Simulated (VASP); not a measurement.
Input of a VASP 6.6.1 run:

The input INCAR:

```
SYSTEM = Hf2SnS3
ALGO = Normal ; EDIFF = 1E-6
ENCUT = 520 ; GGA = PE
ISIF = 2 ; ISMEAR = 0
LASPH = .True. ; LCHARG = .False.
LREAL = .False. ; LWAVE = .False.
NBANDS = 35 ; NELM = 60
PREC = Accurate ; SIGMA = 0.1
```

The input KPOINTS:

```
k-points
0
Gamma
  6 6 4
  0 0 0
```

The input POSCAR:

```
Hf2SnS3
1.0
    5.7432048486      0.0000000034      0.0000000000
   -2.8716024272      4.9737612963      0.0000000000
    0.0000000000      0.0000000000      4.9017547058
Hf Sn S
2 1 3
Direct
    0.3333333333      0.6666666667      0.5000000000
    0.6666666667      0.3333333333      0.5000000000
    0.0000000000      0.0000000000      0.5000000000
    0.3333333333      0.6666666667      0.0000000000
    0.6666666667      0.3333333333      0.0000000000
    0.0000000000      0.0000000000      0.0000000000
```

Potentials or basis: VASP PAW PBE potentials, release 64 (Hf_pv, Sn_d, S).

Run with:

```sh
$ cat potpaw_PBE.64/Hf_pv/POTCAR potpaw_PBE.64/Sn_d/POTCAR potpaw_PBE.64/S/POTCAR > POTCAR
$ mpirun -np 1 vasp_std > vasp.out
```

Problem. What does it give for the band gap on the k mesh?

Solution. Zero (bands 26 and 27 overlap by 0.56 eV).

Problem. What does it give for the pressure?

Solution. -0.1 GPa.

Stress tensor (GPa, compression positive):
```
 0.02  0.00  0.00
 0.00  0.02  0.00
 0.00  0.00 -0.45
```

Caveat: spin-orbit coupling is left out, which moves the levels of the heavy elements.
